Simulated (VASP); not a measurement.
# KMgF3 (Pm-3m) in VASP: a series of runs

The runs below take KMgF3 through single point, with PBEsol.

Everything below comes from runs of VASP 6.6.1. Logs are shortened: lines on timing, memory, paths and dates and some standing lists are left out, and cuts for length are marked.

### 1 The cell of the first run

It takes space group Pm-3m (No. 221, cubic). The conventional cell has a = 3.909 Å, b = 3.909 Å, c = 3.909 Å, α = 90.00°, β = 90.00°, γ = 90.00°. K (site symmetry m-3m) has 12 F at 2.76 Å and 8 Mg at 3.39 Å within 3.6 Å. Within 2.6 Å of Mg (site symmetry m-3m) lie 6 F at 1.95 Å. Within 2.6 Å of F (site symmetry 4/mmm) lie 2 Mg at 1.95 Å.

### 2 Single point, PBEsol (volume scaled by 0.94)

INCAR

```
SYSTEM = KMgF3
ALGO = Normal ; EDIFF = 1E-6
ENCUT = 520 ; GGA = PS
ISIF = 2 ; ISMEAR = 0
LASPH = .True. ; LCHARG = .False.
LREAL = .False. ; LWAVE = .False.
NBANDS = 24 ; NELM = 80
PREC = Accurate ; SIGMA = 0.02
```

KPOINTS

```
k-points
0
Gamma
  6 6 6
  0 0 0
```

POSCAR

```
KMgF3
1.0
    3.9094128429      0.0000000000      0.0000000000
    0.0000000000      3.9094128429      0.0000000000
    0.0000000000      0.0000000000      3.9094128429
K Mg F
1 1 3
Direct
    0.5000000000      0.5000000000      0.5000000000
    0.0000000000      0.0000000000      0.0000000000
    0.5000000000      0.0000000000      0.0000000000
    0.0000000000      0.5000000000      0.0000000000
    0.0000000000      0.0000000000      0.5000000000
```

Potentials or basis: VASP PAW PBE potentials, release 64 (K_sv, Mg, F).

Started as:

```sh
$ cat potpaw_PBE.64/K_sv/POTCAR potpaw_PBE.64/Mg/POTCAR potpaw_PBE.64/F/POTCAR > POTCAR
$ mpirun -np 1 vasp_std > vasp.out
```

OUTCAR:

```text
SYSTEM = KMgF3
   EDIFF = 1E-6
   ENCUT = 520
   GGA = PS
   ISIF = 2
   ISMEAR = 0
   LASPH = .True.
   LREAL = .False.
   NELM = 80
   PREC = Accurate

 ion  position               nearest neighbor table
   1  0.500  0.500  0.500-   3 2.76   4 2.76   5 2.76   3 2.76   4 2.76   3 2.76   5 2.76   3 2.76
                             4 2.76   5 2.76   4 2.76   5 2.76   2 3.39   2 3.39   2 3.39   2 3.39
   2  0.000  0.000  0.000-   3 1.95   4 1.95   5 1.95   5 1.95   4 1.95   3 1.95   1 3.39   1 3.39
                             1 3.39   1 3.39   1 3.39   1 3.39   1 3.39   1 3.39
   3  0.500  0.000  0.000-   2 1.95   2 1.95   1 2.76   1 2.76   1 2.76   1 2.76
   4  0.000  0.500  0.000-   2 1.95   2 1.95   1 2.76   1 2.76   1 2.76   1 2.76
   5  0.000  0.000  0.500-   2 1.95   2 1.95   1 2.76   1 2.76   1 2.76   1 2.76

  LATTYP: Found a simple cubic cell.
 ALAT       =     3.9094128429

  Lattice vectors:

 A1 = (   3.9094128429,   0.0000000000,   0.0000000000)
 A2 = (   0.0000000000,   3.9094128429,   0.0000000000)
 A3 = (   0.0000000000,   0.0000000000,   3.9094128429)

Analysis of symmetry for initial positions (statically):
=====================================================================
 Subroutine PRICEL returns:
 Original cell was already a primitive cell.

 Routine SETGRP: Setting up the symmetry group for a
 simple cubic supercell.

 Subroutine GETGRP returns: Found 48 space group operations
 (whereof 48 operations were pure point group operations)
 out of a pool of 48 trial point group operations.

The static configuration has the point symmetry O_h .

Analysis of symmetry for dynamics (positions and initial velocities):
=====================================================================
 Subroutine PRICEL returns:
 Original cell was already a primitive cell.

 Routine SETGRP: Setting up the symmetry group for a
 simple cubic supercell.

 Subroutine GETGRP returns: Found 48 space group operations
 (whereof 48 operations were pure point group operations)
 out of a pool of 48 trial point group operations.

The dynamic configuration has the point symmetry O_h .

 Subroutine INISYM returns: Found 48 space group operations
 (whereof 48 operations are pure point group operations),
 and found     1 'primitive' translations

----------------------------------------------------------------------------------------

                                     Primitive cell
[... 92 lines left out ...]
   EDIFF  = 0.1E-05   stopping-criterion for ELM
   LREAL  =      F    real-space projection
   EDIFFG = 0.1E-04   stopping-criterion for IOM
   NSW    =      0    number of steps for IOM
   IBRION =     -1    ionic relax: 0-MD 1-quasi-New 2-CG
   NFREE  =      0    steps in history (QN), initial steepest desc. (CG)
   ISIF   =      2    stress and relaxation
   ISYM   =      2    0-nonsym 1-usesym 2-fastsym
   POTIM  = 0.5000    time-step for ionic-motion
   TEBEG  =    0.0;   TEEND  =   0.0 temperature during run
   PSTRESS=    0.0 pullay stress
   NELECT =      32.0000    total number of electrons
   NUPDOWN=      -1.0000    fix difference up-down
   EMIN   =  10.00;   EMAX   =-10.00  energy-range for DOS
   EFERMI =   0.00;   METHOD = LEGACY
   ISMEAR =     0;   SIGMA  =   0.02  broadening in eV -4-tet -1-fermi 0-gaus
   EFERMI_NEDOS =   21; number of points for ismear=-14 and -15
   IALGO  =     38    algorithm
   IMIX   =      4    mixing-type and parameters
     AMIX     =   0.40;   BMIX     =  1.00
     AMIX_MAG =   1.60;   BMIX_MAG =  1.00
  volume/ion in A,a.u.               =      11.95        80.64
  Fermi-wavevector in a.u.,A,eV,Ry     =   1.329474  2.512342 24.048324  1.767502
  Thomas-Fermi vector in A             =   2.458634
   LORBIT       =      0    0 simple, 1 ext, 2 COOP (PROOUT), +10 PAW based schemes
   GGA     = PS    functional components
   LHFCALC =     F    Hartree Fock is set to
   AEXX    =    0.0000 exact exchange contribution
   IVDW    =     0    specifies the selected vdW correction
   LEPSILON=     F    determine dielectric tensor
   LRPA    =     F    only Hartree local field effects (RPA)
 non-spin polarized calculation
 Gauss-broadening in eV      SIGMA  =   0.02
  energy-cutoff  :      520.00
  volume of cell :       59.75
 maximum number of plane-waves:      1640
 NGX is ok and might be reduce to    30
   NGX = 15   NGY = 15   NGZ = 15

 number of electron      31.9999991 magnetization

 Free energy of the ion-electron system (eV)
  ---------------------------------------------------
  ext. energy  EPLUGINS =         0.00000000
  ---------------------------------------------------
  free energy    TOTEN  =       -25.20501993 eV

  energy without entropy =      -25.20501993  energy(sigma->0) =      -25.20501993

 E-fermi :  -1.2452     XC(G=0): -10.2496

 val. band max:       -1.4037562991   @ k =   0.5000   0.5000   0.5000
 cond. band min:       6.1622822922   @ k =   0.0000   0.0000   0.0000
 fundamental gap:      7.5660385913
 Fermi energy:        -1.2452264260

 k-point     1 :       0.0000    0.0000    0.0000
  band No.  band energies     occupation
      1     -26.7728      2.00000
      2     -21.5747      2.00000
      3     -20.8236      2.00000
      4     -20.8236      2.00000
      5     -10.3478      2.00000
      6     -10.3478      2.00000
[... 529 lines left out ...]
     23      14.1353      0.00000
     24      14.1353      0.00000

------------------------ aborting loop because EDIFF is reached ----------------------------------------

  FORCE on cell =-STRESS in cart. coord.  units (eV):
  Direction    XX          YY          ZZ          XY          YZ          ZX
  --------------------------------------------------------------------------------------
  -------------------------------------------------------------------------------------
  Total        1.8017927      1.8017927      1.8017927     -0.0000000     -0.0000000      0.0000000
  in kB       48.3148682     48.3148682     48.3148682     -0.0000000     -0.0000000      0.0000000
  external PRESSURE =      48.3148682 kB  Pullay stress =       0.0000000 kB

 VOLUME and BASIS-vectors are now :
 -----------------------------------------------------------------------------
  energy-cutoff  :      520.00
  volume of cell :       59.75
      direct lattice vectors                 reciprocal lattice vectors
     3.909412843  0.000000000  0.000000000     0.255792888  0.000000000  0.000000000
     0.000000000  3.909412843  0.000000000     0.000000000  0.255792888  0.000000000
     0.000000000  0.000000000  3.909412843     0.000000000  0.000000000  0.255792888

 POSITION                                       TOTAL-FORCE (eV/Angst)
 -----------------------------------------------------------------------------------
      1.95471      1.95471      1.95471         0.000000      0.000000      0.000000
      0.00000      0.00000      0.00000         0.000000      0.000000      0.000000
      1.95471      0.00000      0.00000         0.000000      0.000000      0.000000
      0.00000      1.95471      0.00000         0.000000      0.000000      0.000000
      0.00000      0.00000      1.95471         0.000000      0.000000      0.000000
 -----------------------------------------------------------------------------------
    total drift:                                0.000000     -0.000000      0.000000

  FREE ENERGIE OF THE ION-ELECTRON SYSTEM (eV)
  ---------------------------------------------------
  free  energy   TOTEN  =       -25.2050199278 eV

  energy  without entropy=      -25.2050199278  energy(sigma->0) =      -25.20501993
```

Wall time 16 s (1 thread of AMD EPYC 9R14 (Zen 4), shared host); peak memory 0.15 GiB.

What came out:

```
Free energy            : -25.2050 eV
Pressure               : 4.8 GPa
Band gap on the k mesh : 7.57 eV, indirect (least direct gap 7.89 eV)
```

Levels at points of the mesh, in eV from the valence-band top:
```
           k point  band 12  band 13  band 14  band 15  band 16  band 17  band 18  band 19  band 20  band 21
(0.00, 0.00, 0.00)    -0.69    -0.69    -0.32    -0.32    -0.32     7.57    10.00    10.00    12.27    12.27
(0.50, 0.00, 0.00)    -0.98    -0.94    -0.94    -0.57    -0.57    10.32    10.89    11.15    12.95    13.02
(0.50, 0.50, 0.00)    -1.17    -1.17    -0.96    -0.96    -0.02    11.15    11.86    13.00    13.00    13.01
(0.50, 0.50, 0.50)    -1.18    -1.18     0.00     0.00     0.00    10.53    10.53    10.53    14.29    14.34
```

Caveat: the PAW data sets were made with another functional, which shifts forces and pressure a little.

(Continued in part 2 of 3.)
